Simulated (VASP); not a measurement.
# O (P4/mmm) in VASP: a series of runs

Runs on O. Level: LDA. Tasks: single point, relaxation of cell and atoms.

Program: VASP 6.6.1. These are calculated values, not measurements. Logs are shortened: lines on timing, memory, paths and dates and some standing lists are left out, and cuts for length are marked.

### Step 1. The cell of the first run

It takes space group P4/mmm (No. 123, tetragonal). Conventional cell: a = 1.762 Å, b = 1.762 Å, c = 2.928 Å, α = 90.00°, β = 90.00°, γ = 90.00°. O (site symmetry 4/mmm) has 4 O at 1.76 Å within 2.3 Å.

### Step 2. Single point, LDA

INCAR reads:

```
PREC = Accurate ; ENCUT = 600
EDIFF = 1E-6 ; ISMEAR = 1
SIGMA = 0.1 ; LREAL = F
LASPH = T ; NELM = 120
ALGO = Normal ; ISIF = 2
LWAVE = F ; LCHARG = T
LELF = T ; LVHAR = T
NBANDS = 9 ; GGA_COMPAT = F
```

KPOINTS reads:

```
Automatic mesh
0
Gamma
  11 11 7
```

POSCAR reads:

```
O
1.0
    1.7617697214      0.0000000000      0.0000000000
    0.0000000000      1.7617697214      0.0000000000
    0.0000000000      0.0000000000      2.9278698137
O
1
Direct
    0.0000000000      0.0000000000      0.0000000000
```

Potentials or basis: VASP PAW LDA potentials, release 64 (O).

Command:

```sh
> cat potpaw_LDA.64/O/POTCAR > POTCAR
> mpirun -np 1 vasp_std > vasp.out
```

OUTCAR:

```text
PREC = Accurate
   ENCUT = 600
   EDIFF = 1E-6
   ISMEAR = 1
   LREAL = F
   LASPH = T
   NELM = 120
   ISIF = 2

 ion  position               nearest neighbor table
   1  0.000  0.000  0.000-

  LATTYP: Found a simple tetragonal cell.
 ALAT       =     1.7617697214
 C/A-ratio  =     1.6618913233

  Lattice vectors:

 A1 = (   1.7617697214,   0.0000000000,   0.0000000000)
 A2 = (   0.0000000000,   1.7617697214,   0.0000000000)
 A3 = (   0.0000000000,   0.0000000000,   2.9278698137)

Analysis of symmetry for initial positions (statically):
=====================================================================
 Subroutine PRICEL returns:
 Original cell was already a primitive cell.

 Routine SETGRP: Setting up the symmetry group for a
 simple tetragonal supercell.

 Subroutine GETGRP returns: Found 16 space group operations
 (whereof 16 operations were pure point group operations)
 out of a pool of 16 trial point group operations.

The static configuration has the point symmetry D_4h.

Analysis of symmetry for dynamics (positions and initial velocities):
=====================================================================
 Subroutine PRICEL returns:
 Original cell was already a primitive cell.

 Routine SETGRP: Setting up the symmetry group for a
 simple tetragonal supercell.

 Subroutine GETGRP returns: Found 16 space group operations
 (whereof 16 operations were pure point group operations)
 out of a pool of 16 trial point group operations.

The dynamic configuration has the point symmetry D_4h.

 Subroutine INISYM returns: Found 16 space group operations
 (whereof 16 operations are pure point group operations),
 and found     1 'primitive' translations

----------------------------------------------------------------------------------------

                                     Primitive cell

  volume of cell :       9.0876

  direct lattice vectors                    reciprocal lattice vectors
     1.761769721  0.000000000  0.000000000     0.567611072  0.000000000  0.000000000
     0.000000000  1.761769721  0.000000000     0.000000000  0.567611072  0.000000000
     0.000000000  0.000000000  2.927869814     0.000000000  0.000000000  0.341545241

  length of vectors
     1.761769721  1.761769721  2.927869814     0.567611072  0.567611072  0.341545241

  position of ions in fractional coordinates (direct lattice)
     0.000000000  0.000000000  0.000000000

  ion indices of the primitive-cell ions
   primitive index   ion index
                 1           1

----------------------------------------------------------------------------------------

 KPOINTS: Automatic mesh

Automatic generation of k-mesh.
 Grid dimensions read from file:
 generate k-points for:   11   11    7

 Generating k-lattice:

  Cartesian coordinates                     Fractional coordinates (reciprocal lattice)
     0.051601007  0.000000000  0.000000000     0.090909091  0.000000000  0.000000000
     0.000000000  0.051601007  0.000000000     0.000000000  0.090909091  0.000000000
     0.000000000  0.000000000  0.048792177     0.000000000  0.000000000  0.142857143

  Length of vectors
     0.051601007  0.051601007  0.048792177

  Shift w.r.t. Gamma in fractional coordinates (k-lattice)
     0.000000000  0.000000000  0.000000000

 Subroutine IBZKPT returns following result:
 ===========================================

 Found     84 irreducible k-points:

 Following reciprocal coordinates:
            Coordinates               Weight
  0.000000  0.000000  0.000000      1.000000
  0.090909  0.000000  0.000000      4.000000
  0.181818  0.000000  0.000000      4.000000
  0.272727  0.000000  0.000000      4.000000
  0.363636  0.000000  0.000000      4.000000
  0.454545  0.000000  0.000000      4.000000
[... 16 lines left out ...]
  0.090909  0.000000  0.142857      8.000000
  0.181818  0.000000  0.142857      8.000000
 [... further k-points ...]
   k-points           NKPTS =     84   k-points in BZ     NKDIM =     84   number of bands    NBANDS=      9
   number of dos      NEDOS =    301   number of ions     NIONS =      1
   total plane-waves  NPLWV =   4704
   dimension x,y,z NGX =    14 NGY =   14 NGZ =   24
   dimension x,y,z NGXF=    28 NGYF=   28 NGZF=   48
   ions per type =               1
   NGX,Y,Z   is equivalent  to a cutoff of  13.21, 13.21, 13.63 a.u.
   NGXF,Y,Z  is equivalent  to a cutoff of  26.42, 26.42, 27.25 a.u.
 SYSTEM =  unknown system
   PREC   = accura    normal or accurate (medium, high low for compatibility)
   ISTART =      0    job   : 0-new  1-cont  2-samecut
   ICHARG =      2    charge: 1-file 2-atom 10-const
   ISPIN  =      1    spin polarized calculation?
   LNONCOLLINEAR =      F non collinear calculations
   LSORBIT =      F    spin-orbit coupling
   LASPH  =      T    aspherical Exc in radial PAW
   ENCUT  =  600.0 eV  44.10 Ry    6.64 a.u.   3.52  3.52  5.85*2*pi/ulx,y,z
   NELM   =    120;   NELMIN=  2; NELMDL= -5     # of ELM steps
   EDIFF  = 0.1E-05   stopping-criterion for ELM
   LREAL  =      F    real-space projection
   EDIFFG = 0.1E-04   stopping-criterion for IOM
   NSW    =      0    number of steps for IOM
   IBRION =     -1    ionic relax: 0-MD 1-quasi-New 2-CG
   NFREE  =      0    steps in history (QN), initial steepest desc. (CG)
   ISIF   =      2    stress and relaxation
   ISYM   =      2    0-nonsym 1-usesym 2-fastsym
   POTIM  = 0.5000    time-step for ionic-motion
   TEBEG  =    0.0;   TEEND  =   0.0 temperature during run
   PSTRESS=    0.0 pullay stress
   NELECT =       6.0000    total number of electrons
   NUPDOWN=      -1.0000    fix difference up-down
   EMIN   =  10.00;   EMAX   =-10.00  energy-range for DOS
   EFERMI =   0.00;   METHOD = LEGACY
   ISMEAR =     1;   SIGMA  =   0.10  broadening in eV -4-tet -1-fermi 0-gaus
   EFERMI_NEDOS =   21; number of points for ismear=-14 and -15
   IALGO  =     38    algorithm
   IMIX   =      4    mixing-type and parameters
     AMIX     =   0.40;   BMIX     =  1.00
     AMIX_MAG =   1.60;   BMIX_MAG =  1.00
  volume/ion in A,a.u.               =       9.09        61.33
  Fermi-wavevector in a.u.,A,eV,Ry     =   1.425526  2.693854 27.648742  2.032125
  Thomas-Fermi vector in A             =   2.545901
   LORBIT       =      0    0 simple, 1 ext, 2 COOP (PROOUT), +10 PAW based schemes
   GGA     = CA    functional components
   LHFCALC =     F    Hartree Fock is set to
   AEXX    =    0.0000 exact exchange contribution
   IVDW    =     0    specifies the selected vdW correction
   LEPSILON=     F    determine dielectric tensor
   LRPA    =     F    only Hartree local field effects (RPA)
 non-spin polarized calculation
 Methfessel and Paxton  Order N= 1 SIGMA  =   0.10
  energy-cutoff  :      600.00
  volume of cell :        9.09
 maximum number of plane-waves:       312
 NGX is ok and might be reduce to    14
   NGX =  7   NGY =  7   NGZ = 11

 number of electron       5.9999999 magnetization

 Free energy of the ion-electron system (eV)
  ---------------------------------------------------
  ext. energy  EPLUGINS =         0.00000000
  ---------------------------------------------------
  free energy    TOTEN  =        -4.13437852 eV

  energy without entropy =       -4.13390787  energy(sigma->0) =       -4.13422164

 E-fermi :   0.9999     XC(G=0): -11.3569

 val. band max:        0.9453159825   @ k =   0.1818   0.0000   0.4286
 cond. band min:       1.0076336011   @ k =   0.4545   0.2727   0.1429
 fundamental gap:      0.0623176186
 Fermi energy:         0.9998799131

 k-point     1 :       0.0000    0.0000    0.0000
  band No.  band energies     occupation
      1     -22.0626      2.00000
      2      -3.6348      2.00000
      3       4.7197      0.00000
      4       4.7197      0.00000
      5       9.3025      0.00000
      6      30.1973      0.00000
      7      31.1042      0.00000
      8      35.0598      0.00000
      9      53.0662      0.00000

 k-point     2 :       0.0909    0.0000    0.0000
  band No.  band energies     occupation
      1     -21.7749      2.00000
      2      -3.4084      2.00000
      3       3.6159      0.00000
      4       4.8313      0.00000
      5       9.6767      0.00000
      6      29.8734      0.00000
      7      31.3884      0.00000
      8      35.6560      0.00000
      9      49.1568      0.00000

 k-point     3 :       0.1818    0.0000    0.0000
  band No.  band energies     occupation
      1     -20.9258      2.00000
      2      -2.7666      2.00000
      3       0.8613      2.06456
      4       5.1378      0.00000
      5      10.7836      0.00000
      6      28.7624      0.00000
      7      31.7373      0.00000
      8      36.2163      0.00000
      9      45.3269      0.00000

 k-point     4 :       0.2727    0.0000    0.0000
  band No.  band energies     occupation
      1     -19.5671      2.00000
      2      -2.5735      2.00000
      3      -1.8337      2.00000
      4       5.5557      0.00000
      5      12.6102      0.00000
      6      26.8051      0.00000
      7      30.2728      0.00000
      8      35.9817      0.00000
      9      43.3420      0.00000
[... 205 lines left out ...]
 k-point    22 :       0.0000    0.0000    0.1429
  band No.  band energies     occupation
      1     -22.0066      2.00000
      2      -4.1398      2.00000
      3       4.7248      0.00000
      4       4.7248      0.00000
      5      10.2501      0.00000
      6      29.3562      0.00000
      7      31.7983      0.00000
      8      35.1827      0.00000
      9      51.2526      0.00000

 k-point    23 :       0.0909    0.0000    0.1429
  band No.  band energies     occupation
      1     -21.7197      2.00000
      2      -3.8994      2.00000
      3       3.6254      0.00000
      4       4.8363      0.00000
      5      10.5901      0.00000
      6      29.2428      0.00000
      7      31.9187      0.00000
      8      35.8016      0.00000
      9      46.6463      0.00000

 k-point    24 :       0.1818    0.0000    0.1429
  band No.  band energies     occupation
      1     -20.8726      2.00000
      2      -3.2152      2.00000
      3       0.8787      2.07086
      4       5.1423      0.00000
      5      11.5890      0.00000
      6      28.4938      0.00000
      7      31.9150      0.00000
      8      36.4438      0.00000
      9      42.9941      0.00000

 [... further k-points ...]
[... 5 lines left out ...]
  --------------------------------------------------------------------------------------
  -------------------------------------------------------------------------------------
  Total        0.0102999      0.0102999     -0.0276852      0.0000000      0.0000000     -0.0000000
  in kB        1.8159102      1.8159102     -4.8809891      0.0000000      0.0000000     -0.0000000
  external PRESSURE =      -0.4163895 kB  Pullay stress =       0.0000000 kB

 VOLUME and BASIS-vectors are now :
 -----------------------------------------------------------------------------
  energy-cutoff  :      600.00
  volume of cell :        9.09
      direct lattice vectors                 reciprocal lattice vectors
     1.761769721  0.000000000  0.000000000     0.567611072  0.000000000  0.000000000
     0.000000000  1.761769721  0.000000000     0.000000000  0.567611072  0.000000000
     0.000000000  0.000000000  2.927869814     0.000000000  0.000000000  0.341545241

 POSITION                                       TOTAL-FORCE (eV/Angst)
 -----------------------------------------------------------------------------------
      0.00000      0.00000      0.00000         0.000000      0.000000      0.000000
 -----------------------------------------------------------------------------------
    total drift:                               -0.000000      0.000000      0.000000

  FREE ENERGIE OF THE ION-ELECTRON SYSTEM (eV)
  ---------------------------------------------------
  free  energy   TOTEN  =        -4.1343785176 eV

  energy  without entropy=       -4.1339078742  energy(sigma->0) =       -4.13422164
```

Wall time 5.1 s (1 thread of AMD EPYC 7R13 (Zen 3), shared host); peak memory 0.08 GiB.

Results:

```
Free energy            : -4.1344 eV
Pressure               : 0.0 GPa
Band gap on the k mesh : zero (band 3 reaches 4.75 eV, above the bottom of band 4 at -0.40 eV)
```

Levels at points of the mesh, in eV from the Fermi level:
| k point | band 1 | band 2 | band 3 | band 4 | band 5 | band 6 | band 7 | band 8 |
| --- | --- | --- | --- | --- | --- | --- | --- | --- |
| (0.00, 0.00, 0.00) | -23.06 | -4.63 | 3.72 | 3.72 | 8.30 | 29.20 | 30.10 | 34.06 |

### Step 3. Relaxation of cell and atoms, LDA

This run uses another cell than the first one, of 9.63 Å³/atom, 1.059 times its volume.

INCAR reads:

```
PREC     = Accurate       # precision mode
ENCUT    = 600            # plane-wave cutoff, eV
EDIFF    = 1E-7           # SCF threshold, eV
ISMEAR   = 1              # smearing method
SIGMA    = 0.1            # smearing width, eV
LREAL    = F              # projectors in reciprocal space
LASPH    = T              # aspherical terms in the spheres
NELM     = 120            # most SCF steps
ALGO     = Normal         # electronic algorithm
ISIF     = 3              # what is computed and relaxed
LWAVE    = F              # write WAVECAR
LCHARG   = F              # write CHGCAR
GGA      = CA             # functional
IBRION   = 2              # ionic algorithm
NSW      = 60             # ionic steps
EDIFFG   = -0.01          # ionic threshold
GGA_COMPAT= F            
NELMIN   = 4
```

KPOINTS is that of step 2.

POSCAR reads:

```
O
1.0
    1.7755910000      0.0000000000      0.0000000000
    0.0000000000      1.7755910000      0.0000000000
    0.0000000000      0.0000000000      3.0530510000
O
1
Direct
    0.0000000000      0.0000000000      0.0000000000
```

Potentials or basis: VASP PAW LDA potentials, release 64 (O).

Command:

```sh
> cat potpaw_LDA.64/O/POTCAR > POTCAR
> mpirun -np 1 vasp_std > vasp.out
```

Wall time 20 s (1 thread of AMD EPYC 7R13 (Zen 3), shared host); peak memory 0.08 GiB.

Results (log left out):

| Item | Value |
| --- | --- |
| Free energy | -4.1365 eV |
| Relaxed volume | 8.96 Å³/atom |
| Relaxed cell | a = 1.762 Å, b = 1.762 Å, c = 2.885 Å, α = 90.00°, β = 90.00°, γ = 90.00° |
| Space group after relaxing (to 0.05 Å) | P4/mmm (No. 123) |
| Energy gained by relaxing | 5.9 meV/atom |
| Ionic steps | 11 |
| Pressure after relaxing | 0.0 GPa |
| Band gap on the k mesh | zero (band 3 reaches 4.87 eV, above the bottom of band 4 at -0.28 eV) |

Step by step:
```
step  energy change (eV)  largest force (eV/Å)  pressure (GPa)  volume (Å³)
   1              0.0000                0.0000           -4.19         9.63
   2             -0.0008                0.0000            3.16         9.28
   3             -0.0030                0.0000           -0.38         9.44
   4             -0.0034                0.0000           -0.36         9.40
   5             -0.0044                0.0000           -0.28         9.28
   6             -0.0058                0.0000            0.04         9.04
   7             -0.0059                0.0000            0.24         8.93
   8             -0.0059                0.0000            0.16         8.96
   9             -0.0059                0.0000            0.15         8.95
  10             -0.0058                0.0000           -0.69         8.99
  11             -0.0059                0.0000            0.00         8.96
```

Final structure:
```cif
data_structure
_symmetry_space_group_name_H-M 'P 1'
_symmetry_Int_Tables_number 1
_cell_length_a 1.7624
_cell_length_b 1.7624
_cell_length_c 2.8847
_cell_angle_alpha 90.000
_cell_angle_beta 90.000
_cell_angle_gamma 90.000
_cell_volume 8.96
loop_
_atom_site_label
_atom_site_type_symbol
_atom_site_fract_x
_atom_site_fract_y
_atom_site_fract_z
_atom_site_occupancy
O1 O 0.00000 0.00000 0.00000 1
```

Levels at points of the mesh, in eV from the Fermi level:
| k point | band 1 | band 2 | band 3 | band 4 | band 5 | band 6 | band 7 |
| --- | --- | --- | --- | --- | --- | --- | --- |
| (0.00, 0.00, 0.00) | -23.08 | -4.55 | 3.71 | 3.71 | 8.49 | 29.76 | 30.09 |
